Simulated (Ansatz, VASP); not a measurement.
## Sc4Ta: VASP beside Ansatz

```
Sc Ta
1.0
     4.84771    0.00000    0.00000
    -2.42385    4.19824    0.00000
     0.00000    0.00000    6.21286
Sc Ta
4 1
Direct
  0.33333 0.66667 0.76196
  0.33333 0.66667 0.23804
  0.66667 0.33333 0.23804
  0.66667 0.33333 0.76196
  0.00000 0.00000 0.00000
```

Alike in both runs: functional PBE; k mesh 12 × 12 × 6; occupations gaussian, width 0.1 eV; no spin polarisation.

Ansatz relaxed the structure, and its values are those at the end. VASP's run is a single point on that final structure, the one shown.

```csv
,VASP,Ansatz
version,VASP 6.6.1,Ansatz 0.2.0
potentials or method,"VASP PAW PBE potentials, release 64 (Sc_sv, Ta_pv), cutoff 520 eV","scalar-relativistic, plane waves, PAW"
valence electrons in the cell,55,57
```

```csv
,VASP,Ansatz,Ansatz less VASP
gap on the k mesh at the Fermi level (eV),none,none,-
pressure (GPa),0.1,0.0,-0.05
```

A gap of «none» marks a metal or a gap that the smearing closes. VASP's potentials hold 55 valence electrons a cell and Ansatz's 57, so a difference there can come from the potentials and not from the codes.

Neither program's run includes spin-orbit coupling.
